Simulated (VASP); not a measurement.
Write the native input for VASP 6.6.1 that does the following.

```
Task                   : single point
Functional             : PBE
Potentials or basis    : VASP PAW PBE potentials, release 64 (Sc_sv, Ga_d, P)
Cutoff                 : 520 eV
k mesh                 : 6 × 6 × 2
Occupations            : gaussian, width 0.1 eV
Spin                   : collinear spin
Starting moments       : [1.0, 1.0, 0.0, 0.0, 0.0, 0.0] μB
Dipole correction      : no
Further INCAR settings : ALGO = Normal; EDIFF = 1e-07; NBANDS = 38
```

The structure of Sc2GaP3 lies in POSCAR:

```
Sc2GaP3
1.0
    3.7109017935      0.0000000000      0.0000000000
    0.0000000000      3.7109017935      0.0000000000
    0.0000000000      0.0000000000      7.6232329658
Sc Ga P
2 1 3
Direct
    0.5000000000      0.0000000000      0.6811994516
    0.0000000000      0.5000000000      0.3188005484
    0.5000000000      0.5000000000      0.0000000000
    0.5000000000      0.0000000000      0.3330755970
    0.0000000000      0.5000000000      0.6669244030
    0.0000000000      0.0000000000      0.0000000000
```

The cell was built from a structure type or drawn by symmetry, and may not be a known phase.

These files were run (other wordings do the same):

INCAR

```
ALGO = Normal
EDIFF = 1E-7
ENCUT = 520
GGA = PE
ISIF = 2
ISMEAR = 0
ISPIN = 2
LASPH = True
LCHARG = False
LMAXMIX = 4
LORBIT = 11
LREAL = False
LWAVE = False
MAGMOM = 1 1 0 0 0 0
NBANDS = 38
NELM = 150
PREC = Accurate
SIGMA = 0.1
```

KPOINTS

```
k-points
0
Gamma
  6 6 2
```

Potentials or basis: VASP PAW PBE potentials, release 64 (Sc_sv, Ga_d, P).

The run is started by

```console
$ cat potpaw_PBE.64/Sc_sv/POTCAR potpaw_PBE.64/Ga_d/POTCAR potpaw_PBE.64/P/POTCAR > POTCAR
$ mpirun -np 1 vasp_std > vasp.out
```

Results of the run:

| Property | Result |
| --- | --- |
| Pressure | 0.3 GPa |
| Largest force | 0.039 eV/Å |
| Band gap on the k mesh | zero (filled and empty bands overlap) |
| Net moment | 0.00 μB per cell |
| Valence electrons inside the program's atomic spheres | Sc 9.47; Ga 11.55; P 2.55, 2.41 (each value once) |

Caveat: the k points lie up to 0.41 Å⁻¹ apart, too coarse for converged energies and pressures of a metal.

Wall time 72 s on 1 thread of Intel(R) Xeon(R) 6975P-C (Granite Rapids) (shared host), peak memory 0.31 GiB.
